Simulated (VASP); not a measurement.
The system is GaBi2B.

```
CELL_PARAMETERS angstrom
4.08191 0.00000 0.00000
0.00000 4.08191 0.00000
0.00000 0.00000 5.77269
ATOMIC_POSITIONS crystal
B 0.00000 0.00000 0.00000
Bi 0.00000 0.50000 0.25000
Bi 0.50000 0.00000 0.75000
Ga 0.50000 0.50000 0.50000
```

| Property | Result |
| --- | --- |
| Program | VASP 6.6.1 |
| Task | relaxation of cell and atoms |
| Functional | PBE |
| Potentials or basis | VASP PAW PBE potentials, release 64 (B, Bi_d, Ga_d) |
| Cutoff | 600 eV |
| k mesh | 6 × 6 × 4 |
| Occupations | fermi-dirac, width 0.02 eV |
| Spin | no spin polarisation |

At the start: pressure 9.6 GPa; volume 24.05 Å³/atom.

Q: How do energy, volume and symmetry change on relaxing?

A: Over 12 steps the energy falls by 214.1 meV/atom and the volume is 27.04 Å³/atom (+12.5 %); space group P-4m2 (No. 115, to 0.05 Å).

Step by step:
| step | energy change (eV) | largest force (eV/Å) | pressure (GPa) | volume (Å³) |
| --- | --- | --- | --- | --- |
| 1 | 0.0000 | 3.0387 | 9.57 | 96.18 |
| 2 | -0.7126 | 0.4869 | -3.29 | 117.60 |
| 3 | -0.7474 | 0.8306 | -1.69 | 112.90 |
| 4 | -0.8316 | 0.3915 | -0.52 | 109.64 |
| 5 | -0.8497 | 0.0535 | 0.37 | 107.47 |
| 6 | -0.8544 | 0.0259 | -0.03 | 108.25 |
| 7 | -0.8549 | 0.0531 | -0.12 | 108.54 |
| 8 | -0.8550 | 0.0647 | -0.19 | 108.66 |
| 9 | -0.8561 | 0.0429 | -0.07 | 108.26 |
| 10 | -0.8562 | 0.0352 | 0.01 | 108.11 |
| 11 | -0.8564 | 0.0104 | -0.01 | 108.16 |
| 12 | -0.8564 | 0.0024 | -0.02 | 108.17 |

Final structure:
```yaml
crystal:
  lattice:
    - [4.20065, 0.00000, 0.00000]
    - [0.00000, 4.20065, 0.00000]
    - [0.00000, 0.00000, 6.13022]
  atoms:
    - { symbol: B, position: [0.00000, 0.00000, 0.00000] }
    - { symbol: Bi, position: [0.00000, 0.50000, 0.21569] }
    - { symbol: Bi, position: [0.50000, 0.00000, 0.78431] }
    - { symbol: Ga, position: [0.50000, 0.50000, 0.50000] }
```
